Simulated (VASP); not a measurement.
## B: single point with PBE

Crystal: B.

```
B
1.0
     2.20349    0.00000    0.00000
    -1.10175    1.90828    0.00000
     0.00000    0.00000    7.10670
B
4
Cartesian
  0.0000 0.0000 0.0000
  0.0000 0.0000 3.5534
  0.0000 1.2722 5.3300
  1.1017 0.6361 1.7767
```

This isn't the form of B at room conditions, which is rhombohedral.

| Quantity | Value |
| --- | --- |
| Program | VASP 6.6.1 |
| Task | single point |
| Functional | PBE |
| Potentials or basis | VASP PAW PBE potentials, release 64 (B) |
| Cutoff | 520 eV |
| k mesh | 9 × 9 × 4 |
| Occupations | gaussian, width 0.1 eV |
| Spin | no spin polarisation |
| Dipole correction | no |
| Further INCAR settings | ALGO = Normal; EDIFF = 1e-07; NBANDS = 14 |

```
Pressure               : -37.5 GPa
Band gap on the k mesh : zero (bands 6 and 7 overlap by 7.23 eV)
```

Stress tensor (GPa, compression positive):
```
-34.87   0.00   0.00
  0.00 -34.87   0.00
  0.00   0.00 -42.90
```

Levels at points of the mesh, in eV from the Fermi level:
| k point | band 2 | band 3 | band 4 | band 5 | band 6 | band 7 | band 8 | band 9 | band 10 | band 11 |
| --- | --- | --- | --- | --- | --- | --- | --- | --- | --- | --- |
| (0.00, 0.00, 0.00) | -13.95 | -13.94 | -7.85 | -5.06 | 5.15 | 5.19 | 10.37 | 10.37 | 11.42 | 11.42 |
| (0.00, 0.00, 0.50) | -15.78 | -10.95 | -10.95 | -0.87 | -0.87 | 10.67 | 10.67 | 10.67 | 10.67 | 10.80 |

Run time: 21 s on 1 thread of Intel Xeon 8259CL, with other jobs on the host, peak memory 0.13 GiB.

Caveat: the k points lie up to 0.37 Å⁻¹ apart, too coarse for converged energies and pressures of a metal.
